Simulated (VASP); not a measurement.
# Al (P2_1) in VASP: notebook

The runs below take Al through single point, with PBE+D3(BJ).

Everything below comes from runs of VASP 6.6.1. Logs are shortened: lines on timing, memory, paths and dates and some standing lists are left out, and cuts for length are marked.

**1. The cell of the first run**

It takes space group P2_1 (No. 4, monoclinic). Conventional cell: a = 2.814 Å, b = 9.241 Å, c = 2.814 Å, α = 90.00°, β = 120.00°, γ = 90.00°. Within 3.5 Å of Al (site symmetry 1) lie 13 Al at 2.47 to 3.40 Å. Al (site symmetry 1) has 13 Al at 2.47 to 3.40 Å within 3.5 Å.

**2. Single point, PBE+D3(BJ) (atoms displaced along a vibrational mode)**

File INCAR:

```
SYSTEM = Al
PREC     = Accurate       ! precision mode
ENCUT    = 520            ! plane-wave cutoff, eV
EDIFF    = 1E-7           ! SCF threshold, eV
ISMEAR   = 0              ! smearing method
SIGMA    = 0.15           ! smearing width, eV
LREAL    = .False.        ! projectors in reciprocal space
LASPH    = .True.         ! aspherical terms in the spheres
NELM     = 80             ! most SCF steps
ALGO     = Fast           ! electronic algorithm
ISIF     = 2              ! what is computed and relaxed
LWAVE    = .False.        ! write WAVECAR
LCHARG   = .False.        ! write CHGCAR
GGA      = PE             ! functional
IVDW     = 12             ! dispersion correction
NBANDS   = 14             ! bands
```

File KPOINTS:

```
regular mesh
0
Gamma
  18 18 4
  0 0 0
```

File POSCAR:

```
Al
1.0
    2.8144222649      0.0000000000      0.0000000000
   -1.4072111325      2.4373611784      0.0000000000
    0.0000000000      0.0000000000      9.2410470711
Al
4
Direct
   -0.3090544917     -0.1867593543      0.0000000000
    0.3333333333      0.6666666667      0.2500000000
    0.3090544917      0.1867593543      0.5000000000
    0.6666666667      0.3333333333      0.7500000000
```

Potentials or basis: VASP PAW PBE potentials, release 64 (Al).

Started as:

```
$ cat potpaw_PBE.64/Al/POTCAR > POTCAR
$ mpirun -np 1 vasp_std > vasp.out
```

OUTCAR:

```text
SYSTEM = Al
   PREC = Accurate
   ENCUT = 520
   EDIFF = 1E-7
   ISMEAR = 0
   LREAL = .False.
   LASPH = .True.
   NELM = 80
   ISIF = 2
   GGA = PE
   IVDW = 12
 IVDW          = 12

 ion  position               nearest neighbor table
   1  0.691  0.813  0.000-   2 2.47   4 2.66   4 2.75   2 3.09   2 3.17   4 3.32
   2  0.333  0.667  0.250-   1 2.47   3 2.66   3 2.75   1 3.09   1 3.17   3 3.32
   3  0.309  0.187  0.500-   4 2.47   2 2.66   2 2.75   4 3.09   4 3.17   2 3.32
   4  0.667  0.333  0.750-   3 2.47   1 2.66   1 2.75   3 3.09   3 3.17   1 3.32

  LATTYP: Found a hexagonal cell.
 ALAT       =     2.8144222649
 C/A-ratio  =     3.2834614714

  Lattice vectors:

 A1 = (   2.8144222649,   0.0000000000,   0.0000000000)
 A2 = (  -1.4072111325,   2.4373611784,   0.0000000000)
 A3 = (   0.0000000000,   0.0000000000,   9.2410470711)

Analysis of symmetry for initial positions (statically):
=====================================================================
 Subroutine PRICEL returns:
 Original cell was already a primitive cell.

 Routine SETGRP: Setting up the symmetry group for a
 hexagonal supercell.

 Subroutine GETGRP returns: Found  2 space group operations
 (whereof  1 operations were pure point group operations)
 out of a pool of 24 trial point group operations.

The static configuration has the point symmetry C_1 .
 The point group associated with its full space group is C_2 .

Analysis of symmetry for dynamics (positions and initial velocities):
=====================================================================
 Subroutine PRICEL returns:
 Original cell was already a primitive cell.

 Routine SETGRP: Setting up the symmetry group for a
 hexagonal supercell.

 Subroutine GETGRP returns: Found  2 space group operations
 (whereof  1 operations were pure point group operations)
 out of a pool of 24 trial point group operations.

The dynamic configuration has the point symmetry C_1 .
 The point group associated with its full space group is C_2 .

 Subroutine INISYM returns: Found  2 space group operations
 (whereof  1 operations are pure point group operations),
 and found     1 'primitive' translations

----------------------------------------------------------------------------------------

                                     Primitive cell

  volume of cell :      63.3914

  direct lattice vectors                    reciprocal lattice vectors
     2.814422265  0.000000000  0.000000000     0.355312709  0.205139888  0.000000000
    -1.407211133  2.437361178  0.000000000     0.000000000  0.410279777  0.000000000
     0.000000000  0.000000000  9.241047071     0.000000000  0.000000000  0.108212846

  length of vectors
     2.814422265  2.814422265  9.241047071     0.410279777  0.410279777  0.108212846

  position of ions in fractional coordinates (direct lattice)
     0.690945508  0.813240646  0.000000000
     0.333333333  0.666666667  0.250000000
     0.309054492  0.186759354  0.500000000
     0.666666667  0.333333333  0.750000000

  ion indices of the primitive-cell ions
   primitive index   ion index
                 1           1
                 2           2
                 3           3
                 4           4

----------------------------------------------------------------------------------------

 KPOINTS: regular mesh

Automatic generation of k-mesh.
 Grid dimensions read from file:
 generate k-points for:   18   18    4

 Generating k-lattice:

  Cartesian coordinates                     Fractional coordinates (reciprocal lattice)
     0.019739595  0.011396660  0.000000000     0.055555556  0.000000000  0.000000000
     0.000000000  0.022793321  0.000000000     0.000000000  0.055555556  0.000000000
     0.000000000  0.000000000  0.027053211     0.000000000  0.000000000  0.250000000

  Length of vectors
     0.022793321  0.022793321  0.027053211

  Shift w.r.t. Gamma in fractional coordinates (k-lattice)
     0.000000000  0.000000000  0.000000000

 Subroutine IBZKPT returns following result:
 ===========================================

 Found    492 irreducible k-points:

 Following reciprocal coordinates:
            Coordinates               Weight
  0.000000  0.000000  0.000000      1.000000
  0.055556  0.000000  0.000000      2.000000
  0.000000  0.055556  0.000000      2.000000
 -0.055556  0.055556  0.000000      2.000000
  0.111111  0.000000  0.000000      2.000000
  0.000000  0.111111  0.000000      2.000000
[... 16 lines left out ...]
  0.444444  0.000000  0.000000      2.000000
  0.000000  0.444444  0.000000      2.000000
 [... further k-points ...]
   k-points           NKPTS =    492   k-points in BZ     NKDIM =    492   number of bands    NBANDS=     14
   number of dos      NEDOS =    301   number of ions     NIONS =      4
   total plane-waves  NPLWV =  40320
   dimension x,y,z NGX =    24 NGY =   24 NGZ =   70
   dimension x,y,z NGXF=    48 NGYF=   48 NGZF=  140
   ions per type =               4
   NGX,Y,Z   is equivalent  to a cutoff of  14.18, 14.18, 12.59 a.u.
   NGXF,Y,Z  is equivalent  to a cutoff of  28.35, 28.35, 25.19 a.u.
 SYSTEM =  Al
   PREC   = accura    normal or accurate (medium, high low for compatibility)
   ISTART =      0    job   : 0-new  1-cont  2-samecut
   ICHARG =      2    charge: 1-file 2-atom 10-const
   ISPIN  =      1    spin polarized calculation?
   LNONCOLLINEAR =      F non collinear calculations
   LSORBIT =      F    spin-orbit coupling
   LASPH  =      T    aspherical Exc in radial PAW
   ENCUT  =  520.0 eV  38.22 Ry    6.18 a.u.   5.23  5.23 17.18*2*pi/ulx,y,z
   NELM   =     80;   NELMIN=  2; NELMDL= -5     # of ELM steps
   EDIFF  = 0.1E-06   stopping-criterion for ELM
   LREAL  =      F    real-space projection
   EDIFFG = 0.1E-05   stopping-criterion for IOM
   NSW    =      0    number of steps for IOM
   IBRION =     -1    ionic relax: 0-MD 1-quasi-New 2-CG
   NFREE  =      0    steps in history (QN), initial steepest desc. (CG)
   ISIF   =      2    stress and relaxation
   ISYM   =      2    0-nonsym 1-usesym 2-fastsym
   POTIM  = 0.5000    time-step for ionic-motion
   TEBEG  =    0.0;   TEEND  =   0.0 temperature during run
   PSTRESS=    0.0 pullay stress
   NELECT =      12.0000    total number of electrons
   NUPDOWN=      -1.0000    fix difference up-down
   EMIN   =  10.00;   EMAX   =-10.00  energy-range for DOS
   EFERMI =   0.00;   METHOD = LEGACY
   ISMEAR =     0;   SIGMA  =   0.15  broadening in eV -4-tet -1-fermi 0-gaus
   EFERMI_NEDOS =   21; number of points for ismear=-14 and -15
   IALGO  =     68    algorithm
   IMIX   =      4    mixing-type and parameters
     AMIX     =   0.40;   BMIX     =  1.00
     AMIX_MAG =   1.60;   BMIX_MAG =  1.00
  volume/ion in A,a.u.               =      15.85       106.95
  Fermi-wavevector in a.u.,A,eV,Ry     =   0.939994  1.776331 12.021957  0.883589
  Thomas-Fermi vector in A             =   2.067362
   LORBIT       =      0    0 simple, 1 ext, 2 COOP (PROOUT), +10 PAW based schemes
   GGA     = PE    functional components
   LHFCALC =     F    Hartree Fock is set to
   AEXX    =    0.0000 exact exchange contribution
   IVDW    =    12    specifies the selected vdW correction
   LEPSILON=     F    determine dielectric tensor
   LRPA    =     F    only Hartree local field effects (RPA)
 non-spin polarized calculation
 RMM-DIIS sequential band-by-band and
 Gauss-broadening in eV      SIGMA  =   0.15
  energy-cutoff  :      520.00
  volume of cell :       63.39
 maximum number of plane-waves:      1724
 NGX is ok and might be reduce to    24
   NGX = 11   NGY = 11   NGZ = 35

 number of electron      12.0000000 magnetization

 Free energy of the ion-electron system (eV)
  ---------------------------------------------------
  ext. energy  EPLUGINS =         0.00000000
  ---------------------------------------------------
  free energy    TOTEN  =       -14.42549306 eV

  energy without entropy =      -14.40942374  energy(sigma->0) =      -14.41745840

 E-fermi :   8.3682     XC(G=0): -10.3314

 val. band max:        8.3628392483   @ k =   0.4444   0.4444   0.2500
 cond. band min:       8.3912065753   @ k =  -0.1111  -0.4444   0.2500
 fundamental gap:      0.0283673270
 Fermi energy:         8.3681634613

 k-point     1 :       0.0000    0.0000    0.0000
  band No.  band energies     occupation
      1      -2.9984      2.00000
      2      -1.2909      2.00000
      3      -1.2645      2.00000
      4       3.5883      2.00000
      5       3.9291      2.00000
      6      11.6415      0.00000
      7      11.7991      0.00000
      8      19.2727      0.00000
      9      19.5375      0.00000
     10      19.6562      0.00000
     11      20.1884      0.00000
     12      20.6687      0.00000
     13      20.7914      0.00000
     14      20.8954      0.00000

 k-point     2 :       0.0556    0.0000    0.0000
  band No.  band energies     occupation
      1      -2.9216      2.00000
      2      -1.2150      2.00000
      3      -1.1887      2.00000
      4       3.6587      2.00000
      5       4.0042      2.00000
      6      11.7015      0.00000
      7      11.8495      0.00000
      8      17.8494      0.00000
      9      18.4454      0.00000
     10      19.1913      0.00000
     11      19.3038      0.00000
     12      19.7236      0.00000
     13      19.9015      0.00000
     14      20.1490      0.00000
[... 343 lines left out ...]
      1       1.8328      2.00000
      2       3.4752      2.00000
      3       3.4931      2.00000
      4       4.4836      2.00000
      5       6.0282      2.00000
      6       6.0328      2.00000
      7       8.1925      1.90229
      8       8.7700      0.00015
      9      10.8633      0.00000
     10      11.2683      0.00000
     11      14.3331      0.00000
     12      14.4545      0.00000
     13      15.7158      0.00000
     14      15.8431      0.00000

 k-point    24 :       0.0000    0.4444    0.0000
  band No.  band energies     occupation
      1       1.8326      2.00000
      2       3.4670      2.00000
      3       3.4869      2.00000
      4       4.4698      2.00000
      5       6.0428      2.00000
      6       6.0651      2.00000
      7       8.2624      1.68141
      8       8.8530      0.00000
      9      10.7087      0.00000
     10      11.2418      0.00000
     11      14.3993      0.00000
     12      14.4355      0.00000
     13      15.9257      0.00000
     14      16.1720      0.00000

 [... further k-points ...]

------------------------ aborting loop because EDIFF is reached ----------------------------------------

 Edisp (eV)   -1.40365

 E8    (eV) :    -0.6282

  FORCE on cell =-STRESS in cart. coord.  units (eV):
  Direction    XX          YY          ZZ          XY          YZ          ZX
  --------------------------------------------------------------------------------------
  -------------------------------------------------------------------------------------
  Total       0.36696     0.18863     4.61238     0.01333     0.00000     0.00000
  in kB       9.27462     4.76742   116.57489     0.33689     0.00000     0.00000
  external pressure =       43.54 kB  Pullay stress =        0.00 kB

 VOLUME and BASIS-vectors are now :
 -----------------------------------------------------------------------------
  energy-cutoff  :      520.00
  volume of cell :       63.39
      direct lattice vectors                 reciprocal lattice vectors
     2.814422265  0.000000000  0.000000000     0.355312709  0.205139888  0.000000000
    -1.407211133  2.437361178  0.000000000     0.000000000  0.410279777  0.000000000
     0.000000000  0.000000000  9.241047071     0.000000000  0.000000000  0.108212846

 POSITION                                       TOTAL-FORCE (eV/Angst)
 -----------------------------------------------------------------------------------
      0.80021      1.98216      0.00000         0.475348      0.360624     -0.605775
     -0.00000      1.62491      2.31026        -0.563079     -0.130840      0.605775
      0.60700      0.45520      4.62052        -0.475348     -0.360624     -0.605775
      1.40721      0.81245      6.93079         0.563079      0.130840      0.605775
 -----------------------------------------------------------------------------------
    total drift:                               -0.000000     -0.000000     -0.000000

  FREE ENERGIE OF THE ION-ELECTRON SYSTEM (eV)
  ---------------------------------------------------
  free  energy   TOTEN  =       -15.8291466619 eV

  energy  without entropy=      -15.8130773410  energy(sigma->0) =      -15.82111200
```

Wall time 10 min (1 thread of Intel Xeon 8259CL, shared host); peak memory 0.44 GiB.

What came out:

| Property | Result |
| --- | --- |
| Free energy | -15.8291 eV |
| Pressure | 4.4 GPa |
| Largest force | 0.850 eV/Å |
| Band gap on the k mesh | zero (bands 6 and 7 overlap by 5.54 eV) |
| Dispersion energy per atom | -0.351 eV |

Forces in eV/Å, atoms in the order of the input:
```
Al   0.475  0.361 -0.606
Al  -0.563 -0.131  0.606
Al  -0.475 -0.361 -0.606
Al   0.563  0.131  0.606
```

Caveat: the cell differs from its parent crystal (atoms displaced along a vibrational mode); the cell stands under pressure.

**3. Single point, PBE+D3(BJ) (atoms displaced along a vibrational mode)**

File INCAR:

```
  PREC = Accurate
  ENCUT = 520
  EDIFF = 1E-7
  ISMEAR = 0
  SIGMA = 0.15
  LREAL = F
  LASPH = T
  NELM = 80
  ALGO = Fast
  ISIF = 2
  LWAVE = F
  LCHARG = F
  GGA = PE
  IVDW = 12
  NBANDS = 14
```

File KPOINTS:

```
regular mesh
0
Gamma
  18 18 4
```

File POSCAR:

```
Al
1.0
    2.8144222649      0.0000000000      0.0000000000
   -1.4072111325      2.4373611784      0.0000000000
    0.0000000000      0.0000000000      9.2410470711
Al
4
Direct
   -0.1700973634     -0.1245199122      0.0000000000
    0.3333333333      0.6666666667      0.2500000000
    0.1700973634      0.1245199122      0.5000000000
    0.6666666667      0.3333333333      0.7500000000
```

Potentials or basis: VASP PAW PBE potentials, release 64 (Al).

Started as:

```
$ cat potpaw_PBE.64/Al/POTCAR > POTCAR
$ mpirun -np 1 vasp_std > vasp.out
```

Wall time 6.5 min (1 thread of Intel Xeon Platinum 8259CL at 2.50GHz (Skylake/Cascade Lake), shared host); peak memory 0.44 GiB.

It converged, with:

* Free energy: -16.1597 eV
* Pressure: 1.6 GPa
* Largest force: 0.386 eV/Å
* Band gap on the k mesh: zero (bands 6 and 7 overlap by 5.55 eV)
* Dispersion energy per atom: -0.351 eV

Forces in eV/Å, atoms in the order of the input:
```
Al   0.264  0.265 -0.098
Al  -0.240  0.005  0.098
Al  -0.264 -0.265 -0.098
Al   0.240 -0.005  0.098
```

Stress tensor (GPa, compression positive):
```
 0.29 -0.12  0.00
-0.12  0.24  0.00
 0.00  0.00  4.20
```

Levels at points of the mesh, in eV from the Fermi level:
```tsv
k point	band 3	band 4	band 5	band 6	band 7	band 8	band 9	band 10
(0.00, 0.00, 0.00)	-9.66	-4.77	-4.46	3.40	3.42	11.14	11.17	11.42
(0.50, 0.00, 0.00)	-3.88	-3.87	-3.44	-3.43	1.00	1.13	1.53	1.59
(0.00, 0.50, 0.00)	-3.92	-3.91	-3.39	-3.37	0.98	1.12	1.50	1.63
(0.50, 0.50, 0.00)	-3.98	-3.94	-3.34	-3.28	0.81	1.25	1.40	1.73
(0.00, 0.00, 0.50)	-7.54	-7.54	-0.94	-0.94	8.26	8.26	11.49	11.49
(0.50, 0.00, 0.50)	-4.87	-4.87	-2.05	-2.05	-1.03	-1.03	4.50	4.50
(0.00, 0.50, 0.50)	-4.87	-4.87	-2.00	-2.00	-1.08	-1.08	4.50	4.50
(0.50, 0.50, 0.50)	-4.87	-4.87	-1.90	-1.90	-1.16	-1.16	4.51	4.51
```

Caveat: the cell differs from its parent crystal (atoms displaced along a vibrational mode).

**4. Single point, PBE+D3(BJ) (atoms displaced along a vibrational mode)**

File INCAR:

```
SYSTEM = Al
PREC = Accurate ; ENCUT = 520
EDIFF = 1E-6 ; ISMEAR = 0
SIGMA = 0.15 ; LREAL = .FALSE.
LASPH = .TRUE. ; NELM = 60
ALGO = Fast ; ISIF = 2
LWAVE = .FALSE. ; LCHARG = .TRUE.
GGA = PE ; IVDW = 12
LELF = .TRUE. ; LVHAR = .TRUE.
NBANDS = 14
```

File KPOINTS:

```
regular mesh
0
G
  18 18 4
  0 0 0
```

File POSCAR:

```
Al
1.0
    2.8144222649      0.0000000000      0.0000000000
   -1.4072111325      2.4373611784      0.0000000000
    0.0000000000      0.0000000000      9.2410470711
Al
4
Direct
   -0.3401947268     -0.2490398245      0.0000000000
    0.3333333333      0.6666666667      0.2500000000
    0.3401947268      0.2490398245      0.5000000000
    0.6666666667      0.3333333333      0.7500000000
```

Started as:

```
$ cat potpaw_PBE.64/Al/POTCAR > POTCAR
$ mpirun -np 1 vasp_std > vasp.out
```

It took 5.5 min on 1 thread of Intel Xeon Platinum 8259CL at 2.50GHz (Skylake/Cascade Lake), shared host; peak memory 0.44 GiB.

It converged, with:

```yaml
Free_energy: -15.7071 eV
Pressure: 5.3 GPa
Largest_force: 0.952 eV/Å
Band_gap_on_the_k_mesh: zero (bands 6 and 7 overlap by 5.52 eV)
Dispersion_energy_per_atom: -0.351 eV
```

Forces in eV/Å, atoms in the order of the input:
```
Al   0.428  0.435 -0.621
Al  -0.717  0.079  0.621
Al  -0.428 -0.435 -0.621
Al   0.717 -0.079  0.621
```

Stress tensor (GPa, compression positive):
```
 1.27 -0.09  0.00
-0.09  0.47  0.00
 0.00  0.00 14.12
```

Levels at points of the mesh, in eV from the Fermi level:
```
           k point  band 4  band 5  band 6  band 7  band 8  band 9
(0.00, 0.00, 0.00)   -4.78   -4.42    3.26    3.42   10.70   11.32
(0.50, 0.00, 0.00)   -3.69   -3.60   -3.55    0.48    1.16    1.66
(0.00, 0.50, 0.00)   -3.72   -3.56   -3.50    0.77    1.32    1.40
(0.50, 0.50, 0.00)   -3.90   -3.35   -3.29    0.80    1.20    1.48
(0.00, 0.00, 0.50)   -7.52   -0.95   -0.95    7.99    7.99   11.47
(0.50, 0.00, 0.50)   -4.78   -2.08   -2.08   -1.06   -1.06    4.43
(0.00, 0.50, 0.50)   -4.82   -2.10   -2.10   -0.98   -0.98    4.35
(0.50, 0.50, 0.50)   -4.84   -1.96   -1.96   -1.07   -1.07    4.32
```

Caveat: the cell differs from its parent crystal (atoms displaced along a vibrational mode); the cell stands under pressure.

**5. Summary**

```tsv
cell	further INCAR settings	gap on the mesh (eV)	pressure (GPa)	largest force (eV/Å)
as given, atomic positions A	ALGO = Fast; EDIFF = 1e-07; NBANDS = 14	none	4.4	0.85
as given, atomic positions B	ALGO = Fast; EDIFF = 1e-07; NBANDS = 14	none	1.6	0.39
as given, atomic positions C	ALGO = Fast; EDIFF = 1e-06; NBANDS = 14	none	5.3	0.95
```

Alike in all rows: task single point; level PBE+D3(BJ); potentials or basis VASP PAW PBE potentials, release 64 (Al); no spin polarisation; k mesh 18 × 18 × 4; cutoff (eV) 520; smearing gaussian 0.15 eV.

Caveats: the cell stands under pressure (at least some runs).

Absolute energies hang on the potentials; compare differences alone.
